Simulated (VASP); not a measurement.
## GaMo: single point with PBE

GaMo:

```
Ga Mo
1.0
     2.86769    0.00000    0.00000
    -1.43384    2.48349    0.00000
     0.00000    0.00000    4.38984
Ga Mo
1 1
Direct
  0.33333 0.66667 0.00000
  0.00000 0.00000 0.50000
```

The cell was generated, and may not be a known phase.

```json
{
  "Program": "VASP 6.6.1",
  "Task": "single point",
  "Functional": "PBE",
  "Potentials or basis": "VASP PAW PBE potentials, release 64 (Ga_d, Mo_sv)",
  "Cutoff": "520 eV",
  "k mesh": "6 × 6 × 4",
  "Occupations": "gaussian, width 0.1 eV",
  "Spin": "collinear spin",
  "Starting moments": "[0.0, 1.0] μB"
}
```

```yaml
Pressure: 0.3 GPa
Net_moment: 0.00 μB per cell
Valence_electrons_inside_the_program's_atomic_spheres: Ga 11.74; Mo 12.37
```

Stress tensor (GPa, compression positive):
```
0.18 0.00 0.00
0.00 0.18 0.00
0.00 0.00 0.60
```

Levels at points of the mesh, in eV from the Fermi level:
Spin up:
```tsv
k point	band 9	band 10	band 11	band 12	band 13	band 14	band 15	band 16	band 17	band 18
(0.00, 0.00, 0.00)	-14.39	-10.53	-3.85	-1.53	-0.57	-0.57	1.73	1.73	5.34	12.64
(0.50, 0.00, 0.00)	-14.32	-5.35	-3.90	-3.52	-2.95	0.88	3.71	4.32	5.45	6.29
(0.00, 0.00, 0.50)	-14.39	-9.24	-6.09	-2.18	-0.48	-0.48	1.58	1.58	9.36	12.24
(0.50, 0.00, 0.50)	-14.32	-5.80	-3.95	-3.02	-0.17	0.25	0.94	2.84	3.72	8.13
```
Spin down:
| k point | band 10 | band 11 | band 12 | band 13 | band 14 | band 15 | band 16 | band 17 |
| --- | --- | --- | --- | --- | --- | --- | --- | --- |
| (0.00, 0.00, 0.00) | -10.53 | -3.85 | -1.53 | -0.57 | -0.57 | 1.73 | 1.73 | 5.34 |
| (0.50, 0.00, 0.00) | -5.35 | -3.90 | -3.52 | -2.95 | 0.88 | 3.71 | 4.32 | 5.45 |
| (0.00, 0.00, 0.50) | -9.24 | -6.09 | -2.18 | -0.48 | -0.48 | 1.58 | 1.58 | 9.36 |
| (0.50, 0.00, 0.50) | -5.80 | -3.95 | -3.02 | -0.17 | 0.25 | 0.94 | 2.84 | 3.72 |

Wall time 37 s on 1 thread of Intel Xeon 8259CL, on a shared host, peak memory 0.18 GiB.

Caveat: the k points lie up to 0.42 Å⁻¹ apart.
